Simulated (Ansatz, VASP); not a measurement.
**Two plane-wave programs on Na**

```xyz
4
Lattice="3.6053 0.0000 0.0000 -1.8027 3.1223 0.0000 0.0000 0.0000 11.6905" Properties=species:S:1:pos:R:3 pbc="T T T"
Na   -1.8027    3.1223    0.0000
Na   -1.8027    3.1223    5.8452
Na    0.0000    2.0815    2.9226
Na    1.8027    1.0408    8.7678
```

Alike in both runs: task single point; functional BLYP; k mesh 13 × 13 × 4; occupations fermi-dirac, width 0.1 eV; no spin polarisation.

|  | VASP | Ansatz |
| --- | --- | --- |
| version | VASP 6.6.1 | Ansatz 0.2.0 |
| potentials or method | VASP PAW PBE potentials, release 64 (Na_pv), cutoff 520 eV | plane waves (420 eV) with PAW, scalar-relativistic |
| valence electrons in the cell | 28 | 36 |

|  | VASP | Ansatz | Ansatz less VASP |
| --- | --- | --- | --- |
| pressure (GPa) | 1.2 | 1.2 | +0.02 |

VASP's potentials were made for PBE, not for BLYP. With one functional, cell and mesh, what is left measures potentials, basis and numerics. VASP's potentials hold 28 valence electrons a cell and Ansatz's 36, so a difference there can come from the potentials and not from the codes.
